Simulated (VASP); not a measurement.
Here is a VASP 6.6.1 calculation.

Contents of INCAR:

```
SYSTEM = BN
PREC = Accurate ; ENCUT = 520
EDIFF = 1E-6 ; ISMEAR = 0
SIGMA = 0.01 ; LREAL = .FALSE.
LASPH = .TRUE. ; NELM = 100
ALGO = Normal ; ISIF = 2
LWAVE = .FALSE. ; LCHARG = .FALSE.
GGA = PS ; NBANDS = 16
```

KPOINTS

```
Automatic mesh
0
G
  18 18 4
  0 0 0
```

File POSCAR:

```
BN
1.0
    2.4982400000      0.0000000000      0.0000000000
   -1.2491200000      2.1635393048      0.0000000000
    0.0000000000      0.0000000000      6.6357000000
B N
2 2
Direct
    0.3333333333      0.6666666667      0.2500000000
    0.6666666667      0.3333333333      0.7500000000
    0.3333333333      0.6666666667      0.7500000000
    0.6666666667      0.3333333333      0.2500000000
```

Potentials or basis: VASP PAW PBE potentials, release 64 (B, N).

The run is started by

```sh
$ cat potpaw_PBE.64/B/POTCAR potpaw_PBE.64/N/POTCAR > POTCAR
$ mpirun -np 1 vasp_std > vasp.out
```

Question: Estimate the pressure.

Answer: 2.5 GPa.

Question: What does it give for the band gap on the k mesh?

Answer: 4.14 eV, indirect (least direct gap 4.60 eV).

Stress tensor (GPa, compression positive):
```
3.29 0.00 0.00
0.00 3.29 0.00
0.00 0.00 0.80
```

Caveat: the PAW data sets were made with another functional, which shifts forces and pressure a little; this functional lacks dispersion, which binds the layers, so the pressure and a relaxed spacing across them are unreliable. As with any semilocal functional, this PBEsol gap is likely too small.
